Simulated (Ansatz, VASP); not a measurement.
# Two plane-wave programs on AgI

File INCAR:

```
PREC = Accurate ; ENCUT = 500
EDIFF = 1E-6 ; ISMEAR = 0
SIGMA = 0.02 ; LREAL = False
LASPH = True ; NELM = 120
ALGO = Normal ; ISIF = 2
LWAVE = False ; LCHARG = False
GGA = PE ; NBANDS = 26
GGA_COMPAT = False
```

The input KPOINTS:

```
Automatic mesh
0
Gamma
  6 6 4
```

Contents of POSCAR:

```
AgI
1.0
    4.6858638363      0.0000000000      0.0000000000
   -2.3429319181      4.0580771209      0.0000000000
    0.0000000000      0.0000000000      7.6644527230
Ag I
2 2
Direct
    0.6666666667      0.3333333333      0.6276573162
    0.3333333333      0.6666666667      0.1276573162
    0.6666666667      0.3333333333      0.0023426838
    0.3333333333      0.6666666667      0.5023426838
```

Input for Ansatz:

```yaml
crystal:
  lattice:
    - [4.6858638363, 0.0, 0.0]
    - [-2.3429319181, 4.0580771209, 0.0]
    - [0.0, 0.0, 7.664452723]
  atoms:
    - { symbol: Ag, position: [0.6666666667, 0.3333333333, 0.6276573162] }
    - { symbol: Ag, position: [0.3333333333, 0.6666666667, 0.1276573162] }
    - { symbol: I, position: [0.6666666667, 0.3333333333, 0.0023426838] }
    - { symbol: I, position: [0.3333333333, 0.6666666667, 0.5023426838] }
basis:
  ecutwfc: 420
kpoints:
  mp_grid: { grid: [6, 6, 4] }
  band_path: { path: [VBM, CBM], npoints: 2 }
hamiltonian:
  xc: pbe
scf:
  occupations: { method: gaussian, width: 0.02 }
output:
  forces: false
  stress: false
  eigenvalues: true
checkpoint:
  read: start.run
  write: ck
  compress: false
  write_wavefunctions: false
  write_every: 100000
```

Alike in both runs: task single point; functional PBE; k mesh 6 × 6 × 4; occupations gaussian, width 0.02 eV; no spin polarisation.

|  | VASP | Ansatz |
| --- | --- | --- |
| version | VASP 6.6.1 | Ansatz 0.2.0 |
| potentials or method | VASP PAW PBE potentials, release 64 (Ag, I), cutoff 500 eV | scalar-relativistic, plane waves, PAW |
| valence electrons in the cell | 36 | 72 |

```csv
,VASP,Ansatz,Ansatz less VASP
gap on the k mesh at the Fermi level (eV),1.37,1.37,-0.002
least direct gap on the mesh (eV),1.37,1.37,-0.002
```

VASP's potentials hold 36 valence electrons a cell and Ansatz's 72, so a difference there can come from the potentials and not from the codes.

Neither program's run includes spin-orbit coupling.
